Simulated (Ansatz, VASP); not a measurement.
Cu in VASP and in Ansatz

The input INCAR:

```
SYSTEM = Cu
PREC     = Accurate       ! precision mode
ENCUT    = 520            ! plane-wave cutoff, eV
EDIFF    = 1E-7           ! SCF threshold, eV
ISMEAR   = 0              ! smearing method
SIGMA    = 0.15           ! smearing width, eV
LREAL    = .False.        ! projectors in reciprocal space
LASPH    = .True.         ! aspherical terms in the spheres
NELM     = 80             ! most SCF steps
ALGO     = Fast           ! electronic algorithm
ISIF     = 2              ! what is computed and relaxed
LWAVE    = .False.        ! write WAVECAR
LCHARG   = .True.         ! write CHGCAR
GGA      = PS             ! functional
LELF     = .True.         ! ELF
LVHAR    = .True.       
NBANDS   = 12             ! bands
```

KPOINTS

```
regular mesh
0
Gamma
  24 24 24
  0 0 0
```

The input POSCAR:

```
Cu
1.0
   -1.4427933200      1.4290325055      1.3616535168
    1.4427933200     -1.4565541345      1.3905093832
    1.4427933200      1.4565541345     -1.3905093832
Cu
1
Direct
    0.0000000000      0.0000000000      0.0000000000
```

Input for Ansatz:

```yaml
crystal:
  lattice:
    - [-1.44279332, 1.4290325055, 1.3616535168]
    - [1.44279332, -1.4565541345, 1.3905093832]
    - [1.44279332, 1.4565541345, -1.3905093832]
  atoms:
    - { symbol: Cu, position: [0.0, 0.0, 0.0] }
basis:
  ecutwfc: 420
kpoints:
  mp_grid: { grid: [24, 24, 24] }
hamiltonian:
  xc: pbesol
scf:
  occupations: { method: gaussian, width: 0.15 }
output:
  forces: true
  stress: true
  eigenvalues: true
```

Change from the starting cell: strain -0.0200 x Voigt [0, 0, 0, 1, 0, 0], atoms carried along.

Alike in both runs: task single point; functional PBEsol; k mesh 24 × 24 × 24; occupations gaussian, width 0.15 eV; no spin polarisation.

```csv
,VASP,Ansatz
version,VASP 6.6.1,Ansatz 0.2.0
potentials or method,"VASP PAW PBE potentials, release 64 (Cu), cutoff 520 eV","scalar-relativistic, plane waves, PAW"
valence electrons in the cell,11,19
```

```csv
,VASP,Ansatz,Ansatz less VASP
gap on the k mesh at the Fermi level (eV),none,none,-
pressure (GPa),-0.3,-1.3,-1.04
"traceless stress, the component that is largest in VASP (GPa)",1.92,1.96,+0.039
```

VASP's potentials were made for PBE, not for PBEsol. A gap of «none» marks a metal or a gap that the smearing closes. The functional is the same, so the differences come from potentials, cutoffs and numerics. VASP's potentials hold 11 valence electrons a cell and Ansatz's 19, so a difference there can come from the potentials and not from the codes.
